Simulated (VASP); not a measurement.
# BeBi2O6 (P-3m1) in VASP: single point with PBEsol

Aim: the single point of BeBi2O6 with PBEsol.

Program: VASP 6.6.1. These are calculated values, not measurements. Logs are shortened: lines on timing, memory, paths and dates and some standing lists are left out, and cuts for length are marked.

## (1) The cell of the first run

It takes space group P-3m1 (No. 164, trigonal). Conventional cell: a = 3.755 Å, b = 3.755 Å, c = 7.209 Å, α = 90.00°, β = 90.00°, γ = 120.00°. O (site symmetry 3m) has 4 Bi at 2.20 to 2.31 Å and 7 O at 2.54 to 2.83 Å within 2.9 Å. O (site symmetry 3m) has 3 Be at 2.17 Å and 10 O at 2.17 to 2.83 Å and 4 Bi at 2.18 to 2.98 Å within 3.0 Å. Within 2.1 Å of O (site symmetry 3m) lie 1 Be at 1.57 Å. Bi (site symmetry 3m) has 11 O at 2.18 to 2.98 Å and 3 Be at 3.03 Å within 3.1 Å. Within 2.2 Å of Be (site symmetry -3m) lie 8 O at 1.57 to 2.17 Å.

## (2) Single point, PBEsol

INCAR

```
SYSTEM = BeBi2O6
PREC = Accurate
ENCUT = 520
EDIFF = 1E-6
ISMEAR = -1
SIGMA = 0.1
LREAL = .False.
LASPH = .True.
NELM = 60
ALGO = Normal
ISIF = 2
LWAVE = .False.
LCHARG = .False.
GGA = PS
NBANDS = 44
```

KPOINTS

```
Automatic mesh
0
Gamma
  7 7 3
  0 0 0
```

POSCAR

```
BeBi2O6
1.0
    1.8773327225      3.2516356580      0.0000000000
   -1.8773327225      3.2516356580      0.0000000000
    0.0000000000      0.0000000000      7.2092865853
O Bi Be
6 2 1
Direct
    0.6666666667      0.6666666667      0.5976383973
    0.3333333333      0.3333333333      0.4023616027
    0.6666666667      0.6666666667      0.9900131050
    0.3333333333      0.3333333333      0.0099868950
    0.0000000000      0.0000000000      0.2174579407
    0.0000000000      0.0000000000      0.7825420593
    0.6666666667      0.6666666667      0.2929501624
    0.3333333333      0.3333333333      0.7070498376
    0.0000000000      0.0000000000      0.0000000000
```

Potentials or basis: VASP PAW PBE potentials, release 64 (O, Bi_d, Be).

The run is started by

```
cat potpaw_PBE.64/O/POTCAR potpaw_PBE.64/Bi_d/POTCAR potpaw_PBE.64/Be/POTCAR > POTCAR
mpirun -np 1 vasp_std > vasp.out
```

OUTCAR:

```text
SYSTEM = BeBi2O6
   PREC = Accurate
   ENCUT = 520
   EDIFF = 1E-6
   ISMEAR = -1
   LREAL = .False.
   LASPH = .True.
   NELM = 60
   ISIF = 2
   GGA = PS

 ion  position               nearest neighbor table
   1  0.667  0.667  0.598-   7 2.20   8 2.31   8 2.31   8 2.31
   2  0.333  0.333  0.402-   8 2.20   7 2.31   7 2.31   7 2.31
   3  0.667  0.667  0.990-   9 2.17   9 2.17   9 2.17   7 2.18
   4  0.333  0.333  0.010-   9 2.17   9 2.17   9 2.17   8 2.18
   5  0.000  0.000  0.217-   9 1.57   7 2.24   7 2.24   7 2.24
   6  0.000  0.000  0.783-   9 1.57   8 2.24   8 2.24   8 2.24
   7  0.667  0.667  0.293-   3 2.18   1 2.20   5 2.24   5 2.24   5 2.24   2 2.31   2 2.31   2 2.31
                             9 3.03   9 3.03   9 3.03   8 3.69   8 3.69   8 3.69
   8  0.333  0.333  0.707-   4 2.18   2 2.20   6 2.24   6 2.24   6 2.24   1 2.31   1 2.31   1 2.31
                             9 3.03   9 3.03   9 3.03   7 3.69   7 3.69   7 3.69
   9  0.000  0.000  0.000-   5 1.57   6 1.57   3 2.17   4 2.17   3 2.17   3 2.17   4 2.17   4 2.17
                             7 3.03   8 3.03   7 3.03   8 3.03   7 3.03   8 3.03

  LATTYP: Found a hexagonal cell.
 ALAT       =     3.7546654449
 C/A-ratio  =     1.9200876060

  Lattice vectors:

 A1 = (   1.8773327225,  -3.2516356580,   0.0000000000)
 A2 = (   1.8773327225,   3.2516356580,   0.0000000000)
 A3 = (   0.0000000000,   0.0000000000,   7.2092865853)

Analysis of symmetry for initial positions (statically):
=====================================================================
 Subroutine PRICEL returns:
 Original cell was already a primitive cell.

 Routine SETGRP: Setting up the symmetry group for a
 hexagonal supercell.

 Subroutine GETGRP returns: Found 12 space group operations
 (whereof 12 operations were pure point group operations)
 out of a pool of 24 trial point group operations.

The static configuration has the point symmetry D_3d.

Analysis of symmetry for dynamics (positions and initial velocities):
=====================================================================
 Subroutine PRICEL returns:
 Original cell was already a primitive cell.

 Routine SETGRP: Setting up the symmetry group for a
 hexagonal supercell.

 Subroutine GETGRP returns: Found 12 space group operations
 (whereof 12 operations were pure point group operations)
 out of a pool of 24 trial point group operations.

The dynamic configuration has the point symmetry D_3d.

 Subroutine INISYM returns: Found 12 space group operations
 (whereof 12 operations are pure point group operations),
 and found     1 'primitive' translations

----------------------------------------------------------------------------------------

                                     Primitive cell

  volume of cell :      88.0168

  direct lattice vectors                    reciprocal lattice vectors
     1.877332723  3.251635658  0.000000000     0.266335314  0.153768765  0.000000000
    -1.877332723  3.251635658  0.000000000    -0.266335314  0.153768765  0.000000000
     0.000000000  0.000000000  7.209286585     0.000000000  0.000000000  0.138709980

  length of vectors
     3.754665445  3.754665445  7.209286585     0.307537530  0.307537530  0.138709980

  position of ions in fractional coordinates (direct lattice)
     0.666666667  0.666666667  0.597638397
     0.333333333  0.333333333  0.402361603
     0.666666667  0.666666667  0.990013105
     0.333333333  0.333333333  0.009986895
     0.000000000  0.000000000  0.217457941
     0.000000000  0.000000000  0.782542059
     0.666666667  0.666666667  0.292950162
     0.333333333  0.333333333  0.707049838
     0.000000000  0.000000000  0.000000000

  ion indices of the primitive-cell ions
   primitive index   ion index
                 1           1
                 2           2
                 3           3
                 4           4
                 5           5
                 6           6
                 7           7
                 8           8
                 9           9

----------------------------------------------------------------------------------------

 KPOINTS: Automatic mesh

Automatic generation of k-mesh.
 Grid dimensions read from file:
 generate k-points for:    7    7    3

 Generating k-lattice:

  Cartesian coordinates                     Fractional coordinates (reciprocal lattice)
     0.038047902  0.021966966  0.000000000     0.142857143  0.000000000  0.000000000
    -0.038047902  0.021966966  0.000000000     0.000000000  0.142857143  0.000000000
     0.000000000  0.000000000  0.046236660     0.000000000  0.000000000  0.333333333

  Length of vectors
     0.043933933  0.043933933  0.046236660

  Shift w.r.t. Gamma in fractional coordinates (k-lattice)
     0.000000000  0.000000000  0.000000000

 Subroutine IBZKPT returns following result:
 ===========================================

 Found     20 irreducible k-points:

 Following reciprocal coordinates:
            Coordinates               Weight
  0.000000  0.000000  0.000000      1.000000
  0.142857 -0.000000  0.000000      6.000000
  0.285714  0.000000  0.000000      6.000000
  0.428571 -0.000000  0.000000      6.000000
  0.285714  0.142857  0.000000      6.000000
  0.428571  0.142857  0.000000     12.000000
[... 12 lines left out ...]
 -0.428571  0.142857  0.333333     12.000000
 -0.428571  0.285714  0.333333     12.000000
   k-points           NKPTS =     20   k-points in BZ     NKDIM =     20   number of bands    NBANDS=     44
   number of dos      NEDOS =    301   number of ions     NIONS =      9
   total plane-waves  NPLWV =  42336
   dimension x,y,z NGX =    28 NGY =   28 NGZ =   54
   dimension x,y,z NGXF=    56 NGYF=   56 NGZF=  108
   ions per type =               6   2   1
   NGX,Y,Z   is equivalent  to a cutoff of  12.40, 12.40, 12.45 a.u.
   NGXF,Y,Z  is equivalent  to a cutoff of  24.80, 24.80, 24.90 a.u.
 SYSTEM =  BeBi2O6
   PREC   = accura    normal or accurate (medium, high low for compatibility)
   ISTART =      0    job   : 0-new  1-cont  2-samecut
   ICHARG =      2    charge: 1-file 2-atom 10-const
   ISPIN  =      1    spin polarized calculation?
   LNONCOLLINEAR =      F non collinear calculations
   LSORBIT =      F    spin-orbit coupling
   LASPH  =      T    aspherical Exc in radial PAW
   ENCUT  =  520.0 eV  38.22 Ry    6.18 a.u.   6.98  6.98 13.40*2*pi/ulx,y,z
   NELM   =     60;   NELMIN=  2; NELMDL= -5     # of ELM steps
   EDIFF  = 0.1E-05   stopping-criterion for ELM
   LREAL  =      F    real-space projection
   EDIFFG = 0.1E-04   stopping-criterion for IOM
   NSW    =      0    number of steps for IOM
   IBRION =     -1    ionic relax: 0-MD 1-quasi-New 2-CG
   NFREE  =      0    steps in history (QN), initial steepest desc. (CG)
   ISIF   =      2    stress and relaxation
   ISYM   =      2    0-nonsym 1-usesym 2-fastsym
   POTIM  = 0.5000    time-step for ionic-motion
   TEBEG  =    0.0;   TEEND  =   0.0 temperature during run
   PSTRESS=    0.0 pullay stress
   NELECT =      68.0000    total number of electrons
   NUPDOWN=      -1.0000    fix difference up-down
   EMIN   =  10.00;   EMAX   =-10.00  energy-range for DOS
   EFERMI =   0.00;   METHOD = LEGACY
   ISMEAR =    -1;   SIGMA  =   0.10  broadening in eV -4-tet -1-fermi 0-gaus
   EFERMI_NEDOS =   21; number of points for ismear=-14 and -15
   IALGO  =     38    algorithm
   IMIX   =      4    mixing-type and parameters
     AMIX     =   0.40;   BMIX     =  1.00
     AMIX_MAG =   1.60;   BMIX_MAG =  1.00
  volume/ion in A,a.u.               =       9.78        66.00
  Fermi-wavevector in a.u.,A,eV,Ry     =   1.502182  2.838713 30.702253  2.256552
  Thomas-Fermi vector in A             =   2.613456
   LORBIT       =      0    0 simple, 1 ext, 2 COOP (PROOUT), +10 PAW based schemes
   GGA     = PS    functional components
   LHFCALC =     F    Hartree Fock is set to
   AEXX    =    0.0000 exact exchange contribution
   IVDW    =     0    specifies the selected vdW correction
   LEPSILON=     F    determine dielectric tensor
   LRPA    =     F    only Hartree local field effects (RPA)
 non-spin polarized calculation
  energy-cutoff  :      520.00
  volume of cell :       88.02
 maximum number of plane-waves:      2386
   NGX = 13   NGY = 13   NGZ = 27

 number of electron      68.0000005 magnetization

 Free energy of the ion-electron system (eV)
  ---------------------------------------------------
  ext. energy  EPLUGINS =         0.00000000
  ---------------------------------------------------
  free energy    TOTEN  =       -51.06273738 eV

  energy without entropy =      -50.95766065  energy(sigma->0) =      -51.01019902

 E-fermi :   8.4839     XC(G=0): -12.4306

 val. band max:        8.4254331458   @ k =   0.4286   0.1429   0.3333
 cond. band min:       8.5191266207   @ k =   0.2857   0.2857   0.3333
 fundamental gap:      0.0936934749
 Fermi energy:         8.4838664437

 k-point     1 :       0.0000    0.0000    0.0000
  band No.  band energies     occupation
      1     -14.6640      2.00000
      2     -14.4933      2.00000
      3     -14.3002      2.00000
      4     -14.3002      2.00000
      5     -14.2812      2.00000
      6     -14.2812      2.00000
[... 36 lines left out ...]
     43      17.9440      0.00000
     44      18.5590      0.00000

 k-point     2 :       0.1429   -0.0000    0.0000
  band No.  band energies     occupation
      1     -14.6232      2.00000
      2     -14.4967      2.00000
      3     -14.3610      2.00000
      4     -14.3091      2.00000
      5     -14.2820      2.00000
      6     -14.2590      2.00000
[... 36 lines left out ...]
     43      17.7844      0.00000
     44      18.6387      0.00000

 k-point     3 :       0.2857    0.0000    0.0000
  band No.  band energies     occupation
      1     -14.6209      2.00000
      2     -14.5013      2.00000
      3     -14.4754      2.00000
      4     -14.3180      2.00000
      5     -14.2482      2.00000
      6     -14.2095      2.00000
[... 788 lines left out ...]
     43      17.5186      0.00000
     44      18.7866      0.00000

 k-point    20 :      -0.4286    0.2857    0.3333
  band No.  band energies     occupation
      1     -14.5636      2.00000
      2     -14.5571      2.00000
      3     -14.4607      2.00000
      4     -14.4190      2.00000
      5     -14.2645      2.00000
      6     -14.2286      2.00000
[... 36 lines left out ...]
     43      17.1048      0.00000
     44      18.9789      0.00000

------------------------ aborting loop because EDIFF is reached ----------------------------------------

  FORCE on cell =-STRESS in cart. coord.  units (eV):
  Direction    XX          YY          ZZ          XY          YZ          ZX
  --------------------------------------------------------------------------------------
  -------------------------------------------------------------------------------------
  Total       11.1215207     11.1215207     11.4322932      0.0000000      0.0000000      0.0000000
  in kB      202.4460672    202.4460672    208.1030868      0.0000000      0.0000000      0.0000000
  external PRESSURE =     204.3317404 kB  Pullay stress =       0.0000000 kB

 VOLUME and BASIS-vectors are now :
 -----------------------------------------------------------------------------
  energy-cutoff  :      520.00
  volume of cell :       88.02
      direct lattice vectors                 reciprocal lattice vectors
     1.877332723  3.251635658  0.000000000     0.266335314  0.153768765  0.000000000
    -1.877332723  3.251635658  0.000000000    -0.266335314  0.153768765  0.000000000
     0.000000000  0.000000000  7.209286585     0.000000000  0.000000000  0.138709980

 POSITION                                       TOTAL-FORCE (eV/Angst)
 -----------------------------------------------------------------------------------
      0.00000      4.33551      4.30855         0.000000      0.000000      0.015473
      0.00000      2.16776      2.90074         0.000000     -0.000000     -0.015473
      0.00000      4.33551      7.13729        -0.000000      0.000000     -0.054733
      0.00000      2.16776      0.07200        -0.000000     -0.000000      0.054733
      0.00000      0.00000      1.56772         0.000000     -0.000000      0.003850
      0.00000      0.00000      5.64157         0.000000      0.000000     -0.003850
      0.00000      4.33551      2.11196         0.000000      0.000000      0.032012
      0.00000      2.16776      5.09732         0.000000     -0.000000     -0.032012
      0.00000      0.00000      0.00000         0.000000      0.000000      0.000000
 -----------------------------------------------------------------------------------
    total drift:                               -0.000000      0.000000     -0.000000

  FREE ENERGIE OF THE ION-ELECTRON SYSTEM (eV)
  ---------------------------------------------------
  free  energy   TOTEN  =       -51.0627373798 eV

  energy  without entropy=      -50.9576606546  energy(sigma->0) =      -51.01019902
```

It took 70 s on 1 thread of Intel Xeon Platinum 8488C (Sapphire Rapids), shared host; peak memory 0.22 GiB.

Results:

```
Free energy            : -51.0627 eV
Pressure               : 20.4 GPa
Largest force          : 0.055 eV/Å
Band gap on the k mesh : zero (bands 34 and 35 overlap by 1.22 eV)
```

Forces on the atoms (eV/Å):
```
O    0.000  0.000  0.015
O    0.000  0.000 -0.015
O    0.000  0.000 -0.055
O    0.000  0.000  0.055
O    0.000  0.000  0.004
O    0.000  0.000 -0.004
Bi   0.000  0.000  0.032
Bi   0.000  0.000 -0.032
Be   0.000  0.000  0.000
```

Stress tensor (GPa, compression positive):
```
20.24  0.00  0.00
 0.00 20.24  0.00
 0.00  0.00 20.81
```

Levels at points of the mesh, in eV from the Fermi level:
| k point | band 30 | band 31 | band 32 | band 33 | band 34 | band 35 | band 36 | band 37 | band 38 | band 39 |
| --- | --- | --- | --- | --- | --- | --- | --- | --- | --- | --- |
| (0.00, 0.00, 0.00) | -2.94 | -2.90 | -2.90 | -1.56 | -0.87 | -0.87 | 0.45 | 4.72 | 4.72 | 5.58 |

Caveat: the cell stands under pressure; the PAW data sets were made with another functional, which shifts forces and pressure a little; spin-orbit coupling is left out, which moves the levels of the heavy elements.

The gap in the log of VASP goes by the Fermi energy; the results here count the filled bands.